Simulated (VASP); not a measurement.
**C: relaxation of cell and atoms with PBE**

The system is C.

```
CELL_PARAMETERS angstrom
-1.27370 2.46970 2.10205
1.27370 -2.46970 2.10205
1.27370 2.46970 -2.10205
ATOMIC_POSITIONS crystal
C 0.94126 0.35415 0.58711
C 0.73296 0.64585 0.08711
C 0.05874 0.64585 0.41289
C 0.26704 0.35415 0.91289
```

The cell was built from a structure type or drawn by symmetry, and may not be a known phase.

* Program: VASP 6.6.1
* Task: relaxation of cell and atoms
* Functional: PBE
* Potentials or basis: VASP PAW PBE potentials, release 64 (C)
* Cutoff: 600 eV
* k mesh: 10 × 10 × 10
* Occupations: gaussian, width 0.02 eV
* Spin: no spin polarisation
* Dipole correction: no
* Further INCAR settings: ALGO = Normal; EDIFF = 1e-06; IBRION = 2; EDIFFG = -0.01; NSW = 100; ISIF = 3

```
Energy gained by relaxing : 0.0 meV/atom
Ionic steps               : 3
Pressure after relaxing   : 0.0 GPa
Band gap on the k mesh    : 2.71 eV (least direct gap 3.95 eV)
```

Final structure:
```
CELL_PARAMETERS angstrom
-1.27372 2.46977 2.10192
1.27372 -2.46977 2.10192
1.27372 2.46977 -2.10192
ATOMIC_POSITIONS crystal
C 0.94128 0.35419 0.58709
C 0.73290 0.64581 0.08709
C 0.05872 0.64581 0.41291
C 0.26710 0.35419 0.91291
```

Levels at points of the mesh, in eV from the valence-band top:
```tsv
k point	band 4	band 5	band 6	band 7	band 8	band 9	band 10	band 11	band 12
(0.00, 0.00, 0.00)	-9.50	-6.80	-3.93	-3.46	-1.24	2.71	4.44	5.26	7.97
(0.50, 0.00, 0.00)	-7.42	-5.43	-4.59	-2.33	-2.25	3.00	5.59	6.85	8.76
(0.00, 0.50, 0.00)	-9.94	-8.55	-7.52	-3.64	-1.91	5.64	6.09	7.57	8.85
(0.50, 0.50, 0.00)	-10.40	-7.38	-7.38	-4.44	-4.44	5.48	5.48	8.77	8.77
(0.50, 0.50, 0.50)	-8.79	-6.63	-1.64	-0.47	0.00	4.64	5.75	7.98	9.13
```

Wall time 45 s on 1 thread of Intel(R) Xeon(R) 6975P-C (Granite Rapids), on a shared host, peak memory 0.18 GiB.

A k mesh can miss the band edges.
